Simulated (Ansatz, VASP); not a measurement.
# Y in VASP and in Ansatz

File INCAR:

```
PREC = Accurate ; ENCUT = 520
EDIFF = 1E-7 ; ISMEAR = -1
SIGMA = 0.1 ; LREAL = False
LASPH = True ; NELM = 80
ALGO = Normal ; ISIF = 2
LWAVE = False ; LCHARG = False
GGA = B5 ; ALDAX = 1.0
AGGAX = 1.0 ; AGGAC = 1.0
ALDAC = 0.0 ; NBANDS = 12
```

The input KPOINTS:

```
Automatic mesh
0
Gamma
  12 12 12
```

The input POSCAR:

```
Y
1.0
    0.0000000000      2.6242708914      2.6242708914
    2.6242708914      0.0000000000      2.6242708914
    2.6242708914      2.6242708914      0.0000000000
Y
1
Direct
    0.0000000000      0.0000000000      0.0000000000
```

Input for Ansatz:

```yaml
crystal:
  lattice:
    - [0.0, 2.6242708914, 2.6242708914]
    - [2.6242708914, 0.0, 2.6242708914]
    - [2.6242708914, 2.6242708914, 0.0]
  atoms:
    - { symbol: "Y", position: [0.0, 0.0, 0.0] }
hamiltonian:
  xc: blyp
  pseudopotentials:
    kind: paw
    azcp:
      "Y": "pseudopotentials/Y.paw.azcp"
basis:
  ecutwfc: 420
  fft_grid_basis: typed
kpoints:
  mp_grid: { grid: [12, 12, 12], shift: [0, 0, 0] }
magnetization:
  spin_polarized: false
scf:
  occupations: { method: fermi_dirac, width: 0.1 }
  lower_state_search: "off"
output:
  stress: true
```

Alike in both runs: task single point; functional BLYP; k mesh 12 × 12 × 12; occupations fermi-dirac, width 0.1 eV; no spin polarisation.

|  | VASP | Ansatz |
| --- | --- | --- |
| version | VASP 6.6.1 | Ansatz 0.2.0 |
| potentials or method | VASP PAW PBE potentials, release 64 (Y_sv), cutoff 520 eV | plane waves (420 eV) with PAW, scalar-relativistic |
| valence electrons in the cell | 11 | 11 |

|  | VASP | Ansatz | Ansatz less VASP |
| --- | --- | --- | --- |
| pressure (GPa) | -2.5 | -2.5 | +0.04 |

VASP's potentials were made for PBE, not for BLYP. With one functional, cell and mesh, what is left measures potentials, basis and numerics.
